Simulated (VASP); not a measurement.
HgTe:

```
Hg Te
1.0
    -3.04560    3.04560    1.55941
     3.04560   -3.04560    1.55941
     3.04560    3.04560   -1.55941
Hg Te
1 1
Direct
  0.75000 0.25000 0.50000
  0.00000 0.00000 0.00000
```

```yaml
Program: VASP 6.6.1
Task: relaxation of cell and atoms
Functional: PBEsol
Potentials_or_basis: VASP PAW PBE potentials, release 64 (Hg, Te)
Cutoff: 600 eV
k_mesh: 10 × 10 × 10
Occupations: fermi-dirac, width 0.05 eV
Spin: no spin polarisation
```

At the start: pressure -3.2 GPa; volume 28.93 Å³/atom.

**Question.** Where does the relaxation end?

**Answer.** Over 7 steps the energy falls by 52.0 meV/atom and the volume is 26.69 Å³/atom (-7.7 %); space group I-4m2 (No. 119, to 0.1 Å) before and after.

The path:
```tsv
step	energy change (eV)	largest force (eV/Å)	pressure (GPa)	volume (Å³)
1	0.0000	0.0000	-3.18	57.86
2	-0.0858	0.0000	0.34	53.15
3	-0.0876	0.0000	1.06	52.48
4	-0.1025	0.0000	0.69	52.77
5	-0.1025	0.0000	0.70	52.76
6	-0.1037	0.0000	-0.26	53.65
7	-0.1039	0.0000	-0.06	53.38
```

Final structure:
```
Hg Te
1.0
    -2.88899    2.88899    1.59895
     2.88899   -2.88899    1.59895
     2.88899    2.88899   -1.59895
Hg Te
1 1
Direct
  0.75000 0.25000 0.50000
  0.00000 0.00000 0.00000
```

Caveat: the PAW data sets were made with another functional, which shifts forces and pressure a little.
